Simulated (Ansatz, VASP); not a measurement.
# One calculation of Si4Ru, two programs

```
Si Ru
1.0
     0.00000    3.41713    3.41713
     3.41713    0.00000    3.41713
     3.41713    3.41713    0.00000
Si Ru
4 1
Direct
  0.87553 0.37341 0.87553
  0.87553 0.87553 0.87553
  0.37341 0.87553 0.87553
  0.87553 0.87553 0.37341
  0.50000 0.50000 0.50000
```

Alike in both runs: task single point; functional PBE; k mesh 4 × 4 × 4; occupations gaussian, width 0.1 eV; collinear spin.

|  | VASP | Ansatz |
| --- | --- | --- |
| version | VASP 6.6.1 | Ansatz 0.2.0 |
| potentials or method | VASP PAW PBE potentials, release 64 (Si, Ru_pv), cutoff 520 eV | scalar-relativistic, plane waves, PAW |
| valence electrons in the cell | 30 | 32 |

```tsv
	VASP	Ansatz	Ansatz less VASP
gap on the k mesh at the Fermi level (eV)	none	none	-
pressure (GPa)	-0.5	-0.4	+0.10
rms of the force components (eV/Å)	0.022	0.023	+0.0014
net moment per atom (μB)	0.00	0.00	0.000
```

Atom by atom the forces differ by 0.001 eV/Å (rms over components). A gap of «none» marks a metal or a gap that the smearing closes. With one functional, cell and mesh, what is left measures potentials, basis and numerics. VASP's potentials hold 30 valence electrons a cell and Ansatz's 32, so a difference there can come from the potentials and not from the codes. Ansatz's warnings: seeded moment not kept.

The k mesh is coarse, so the values compare programs but aren't converged.
